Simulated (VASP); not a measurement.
# CdIn2O4 (Fd-3m) in VASP: notebook, part 2 of 2

VASP 6.6.1. Earlier steps stand in the parts before.

**3. Electric field gradients, r2SCAN**

POSCAR

```
CdIn2O4
1.0
    0.0000000000      4.6110186847      4.6110186847
    4.6110186847      0.0000000000      4.6110186847
    4.6110186847      4.6110186847      0.0000000000
Cd In O
2 4 8
Direct
    0.7500000000      0.7500000000      0.7500000000
    0.5000000000      0.5000000000      0.5000000000
    0.6250000000      0.1250000000      0.1250000000
    0.1250000000      0.1250000000      0.1250000000
    0.1250000000      0.6250000000      0.1250000000
    0.1250000000      0.1250000000      0.6250000000
    0.3624428940      0.3624428940      0.3624428940
    0.3373286819      0.8875571060      0.8875571060
    0.8875571060      0.8875571060      0.3373286819
    0.8875571060      0.3373286819      0.8875571060
    0.3624428940      0.3624428940      0.9126713181
    0.3624428940      0.9126713181      0.3624428940
    0.8875571060      0.8875571060      0.8875571060
    0.9126713181      0.3624428940      0.3624428940
```

INCAR.step1

```
SYSTEM = CdIn2O4
PREC = Accurate
ENCUT = 580
ISMEAR = -1
SIGMA = 0.02
LREAL = .False.
LASPH = .True.
NELM = 120
NBANDS = 75
GGA = PE
ALGO = Normal
EDIFF = 1E-5
LWAVE = .True.
LCHARG = .False.
GGA_COMPAT = .False.
```

INCAR.step2

```
SYSTEM = CdIn2O4
PREC = Accurate
ENCUT = 580
EDIFF = 1E-7
ISMEAR = -1
SIGMA = 0.02
LREAL = .False.
LASPH = .True.
NELM = 120
ALGO = Normal
ISIF = 2
LWAVE = .False.
LCHARG = .False.
METAGGA = R2SCAN
LMIXTAU = .True.
LEFG = .True.
NBANDS = 75
ISTART = 1
GGA_COMPAT = .False.
```

KPOINTS

```
regular mesh
0
Gamma
  5 5 5
  0 0 0
```

Potentials or basis: VASP PAW PBE potentials, release 64 (Cd, In_d, O).

Command:

```console
> cat potpaw_PBE.64/Cd/POTCAR potpaw_PBE.64/In_d/POTCAR potpaw_PBE.64/O/POTCAR > POTCAR
> cp INCAR.step1 INCAR
> mpirun -np 1 vasp_std > vasp.out
> cp INCAR.step2 INCAR
> mpirun -np 1 vasp_std > vasp.out
```

OUTCAR:

```text
SYSTEM = CdIn2O4
   PREC = Accurate
   ENCUT = 580
   EDIFF = 1E-7
   ISMEAR = -1
   LREAL = .False.
   LASPH = .True.
   NELM = 120
   ISIF = 2
   METAGGA = R2SCAN
   ISTART = 1

 ion  position               nearest neighbor table
   1  0.750  0.750  0.750-  13 2.20   9 2.20  10 2.20   8 2.20   3 3.82   4 3.82   6 3.82   4 3.82
                             5 3.82   6 3.82   5 3.82   6 3.82   3 3.82   3 3.82   4 3.82   5 3.82
   2  0.500  0.500  0.500-   7 2.20  11 2.20  12 2.20  14 2.20   4 3.82   6 3.82   4 3.82   5 3.82
                             6 3.82   3 3.82   5 3.82   6 3.82   3 3.82   4 3.82   5 3.82   3 3.82
   3  0.625  0.125  0.125-   9 2.20  10 2.20  11 2.20  12 2.20   7 2.20  13 2.20   4 3.26   6 3.26
                             5 3.26   4 3.26   5 3.26   6 3.26   1 3.82   2 3.82   1 3.82   2 3.82
   4  0.125  0.125  0.125-   8 2.20   9 2.20  10 2.20  11 2.20  12 2.20  14 2.20   3 3.26   5 3.26
                             6 3.26   6 3.26   5 3.26   3 3.26   2 3.82   1 3.82   2 3.82   1 3.82
   5  0.125  0.625  0.125-   8 2.20   9 2.20  11 2.20  14 2.20  13 2.20   7 2.20   4 3.26   6 3.26
[... 1059 lines left out ...]
   7      -7.563    -7.563    15.127       0.000
   8      -7.564    -7.563    15.127       0.000
   9      -7.564    -7.563    15.127       0.000
  10      -7.564    -7.563    15.127       0.000
  11      -7.564    -7.563    15.127       0.000
  12      -7.564    -7.563    15.127       0.000
  13      -7.563    -7.563    15.127       0.000
  14      -7.564    -7.563    15.127       0.000
----------------------------------------------------------------------

           NMR quadrupolar parameters

 Cq : quadrupolar parameter    Cq=e*Q*V_zz/h
 eta: asymmetry parameters     (V_yy - V_xx)/ V_zz
 Q  : nuclear electric quadrupole moment in mb (millibarn)
----------------------------------------------------------------------
 ion       Cq(MHz)       eta       Q (mb)
----------------------------------------------------------------------
   1      -0.000       0.000       1.000
   2      -0.000       0.000       1.000
   3      -0.122       0.000       1.000
   4      -0.122       0.000       1.000
   5      -0.122       0.000       1.000
   6      -0.122       0.000       1.000
   7       0.037       0.000       1.000
   8       0.037       0.000       1.000
   9       0.037       0.000       1.000
  10       0.037       0.000       1.000
  11       0.037       0.000       1.000
  12       0.037       0.000       1.000
  13       0.037       0.000       1.000
  14       0.037       0.000       1.000
----------------------------------------------------------------------
```

OUTCAR.step1:

```text
SYSTEM = CdIn2O4
   PREC = Accurate
   ENCUT = 580
   ISMEAR = -1
   LREAL = .False.
   LASPH = .True.
[... 1030 lines left out ...]
      5.87958      3.34246      5.87958         0.034327     -0.034327      0.034327
      8.18508      8.18508      8.18508         0.034327      0.034327      0.034327
      3.34246      5.87958      5.87958        -0.034327      0.034327      0.034327
 -----------------------------------------------------------------------------------
    total drift:                                0.000000      0.000000      0.000000

  FREE ENERGIE OF THE ION-ELECTRON SYSTEM (eV)
  ---------------------------------------------------
  free  energy   TOTEN  =       -71.5937200210 eV

  energy  without entropy=      -71.5937200210  energy(sigma->0) =      -71.59372002
```

OSZICAR.step1:

```text
N       E                     dE             d eps       ncg     rms          rms(c)
DAV:   1     0.191878978834E+04    0.19188E+04   -0.62080E+04  1540   0.236E+03
DAV:   2     0.327330596922E+03   -0.15915E+04   -0.15237E+04  1572   0.680E+02
DAV:   3    -0.468004828851E+02   -0.37413E+03   -0.35850E+03  1604   0.283E+02
DAV:   4    -0.846506983323E+02   -0.37850E+02   -0.37243E+02  2008   0.942E+01
DAV:   5    -0.856893647593E+02   -0.10387E+01   -0.10304E+01  1808   0.168E+01    0.273E+01
DAV:   6    -0.714497138501E+02    0.14240E+02   -0.56837E+01  2656   0.638E+01    0.196E+01
DAV:   7    -0.717324717142E+02   -0.28276E+00   -0.68515E+00  1752   0.142E+01    0.765E+00
DAV:   8    -0.716209336742E+02    0.11154E+00   -0.72983E-01  2352   0.495E+00    0.447E+00
DAV:   9    -0.715965015987E+02    0.24432E-01   -0.19198E-01  2336   0.353E+00    0.667E-01
DAV:  10    -0.715924847415E+02    0.40169E-02   -0.47097E-02  1968   0.175E+00    0.405E-01
DAV:  11    -0.715931197347E+02   -0.63499E-03   -0.31528E-03  1704   0.337E-01    0.255E-01
DAV:  12    -0.715937290140E+02   -0.60928E-03   -0.75243E-04  1816   0.170E-01    0.450E-02
DAV:  13    -0.715937200210E+02    0.89929E-05   -0.71210E-05  1952   0.544E-02
   1 F= -.71593720E+02 E0= -.71593720E+02  d E =-.248296E-10
```

It took 34 min on 1 thread of Oxide Virtual Turin-like, shared host; peak memory 0.48 GiB.

Results:

* Free energy: -202.0349 eV
* Pressure: -0.3 GPa
* Largest force: 0.233 eV/Å
* Band gap on the k mesh: 1.54 eV (least direct gap 1.60 eV)
* Largest electric field gradient by atom: Cd -0.0; In -50.7; O +15.1 V/Å²

Forces in eV/Å, atoms in the order of the input:
```
Cd   0.000  0.000  0.000
Cd   0.000  0.000  0.000
In   0.000  0.000  0.000
In   0.000  0.000  0.000
In   0.000  0.000  0.000
In   0.000  0.000  0.000
O   -0.135 -0.135 -0.135
O    0.135 -0.135 -0.135
O   -0.135 -0.135  0.135
O   -0.135  0.135 -0.135
O    0.135  0.135 -0.135
O    0.135 -0.135  0.135
O    0.135  0.135  0.135
O   -0.135  0.135  0.135
```

Electric field gradients, principal values (V/Å²):
```tsv
atom	least	middle	greatest (by size)
1 Cd	0.002	0.002	-0.003
2 Cd	0.002	0.002	-0.003
3 In	25.325	25.328	-50.653
4 In	25.329	25.329	-50.658
5 In	25.325	25.328	-50.653
6 In	25.325	25.328	-50.653
7 O	-7.563	-7.563	15.127
8 O	-7.563	-7.564	15.127
9 O	-7.563	-7.564	15.127
10 O	-7.563	-7.564	15.127
11 O	-7.563	-7.564	15.127
12 O	-7.563	-7.564	15.127
13 O	-7.563	-7.563	15.127
14 O	-7.563	-7.564	15.127
```

Caveat: without QUAD_EFG the Cq values of the log hold for a quadrupole moment of 1 mb, not for the nuclei; the PAW data sets were made with another functional, which shifts forces and pressure a little; spin-orbit coupling is left out, which moves the levels of the heavy elements; an odd mesh through Γ misses points on the zone boundary, where band edges can lie.
